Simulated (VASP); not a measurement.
Write the native input for VASP 6.6.1 that does the following.

- Task: relaxation of cell and atoms
- Functional: PBE
- Potentials or basis: VASP PAW PBE potentials, release 64 (Sn_d)
- Cutoff: 600 eV
- k mesh: 17 × 17 × 17
- Occupations: fermi-dirac, width 0.08 eV
- Spin: no spin polarisation
- Target pressure: 180 GPa
- Dipole correction: no
- Further INCAR settings: ALGO = Normal; EDIFF = 1e-07; IBRION = 2; EDIFFG = -0.005; NSW = 60; ISIF = 3

The structure of Sn lies in POSCAR:

```
Sn
1.0
   -2.3229369116      2.3229369116      1.2776153014
    2.3229369116     -2.3229369116      1.2776153014
    2.3229369116      2.3229369116     -1.2776153014
Sn
2
Direct
   -0.3750000000     -0.1250000000     -0.2500000000
    0.3750000000      0.1250000000      0.2500000000
```

These files were run (other wordings do the same):

INCAR

```
SYSTEM = Sn
ALGO = Normal
EDIFF = 1E-7
EDIFFG = -0.005
ENCUT = 600
GGA = PE
IBRION = 2
ISIF = 3
ISMEAR = -1
LASPH = .True.
LCHARG = .False.
LREAL = .False.
LWAVE = .False.
NELM = 80
NSW = 60
PREC = Accurate
PSTRESS = 1800.0
SIGMA = 0.08
```

KPOINTS

```
k-points
0
Gamma
  17 17 17
  0 0 0
```

Potentials or basis: VASP PAW PBE potentials, release 64 (Sn_d).

The run is started by

```bash
$ cat potpaw_PBE.64/Sn_d/POTCAR > POTCAR
$ mpirun -np 1 vasp_std > vasp.out
```

Results of the run:

```yaml
Relaxed_volume: 14.14 Å³/atom
Relaxed_cell: a = 3.569 Å, b = 3.569 Å, c = 3.569 Å, α = 97.31°, β = 97.31°, γ = 138.22°
Space_group_after_relaxing_to_0.1_Å: I4_1/amd (No. 141)
Energy_change_on_relaxing_the_run_minimises_the_enthalpy: -426.4 meV/atom
Ionic_steps: 7
Pressure_after_relaxing: 180.0 GPa
Band_gap_on_the_k_mesh: zero (bands 14 and 15 overlap by 8.81 eV)
```

Caveat: the cell is relaxed towards a set pressure, so the run minimises the enthalpy, not the energy; spin-orbit coupling is left out, which moves the levels of the heavy elements.

Wall time 14 min on 1 thread of Intel(R) Xeon(R) 6975P-C (Granite Rapids), on a shared host, peak memory 0.34 GiB.
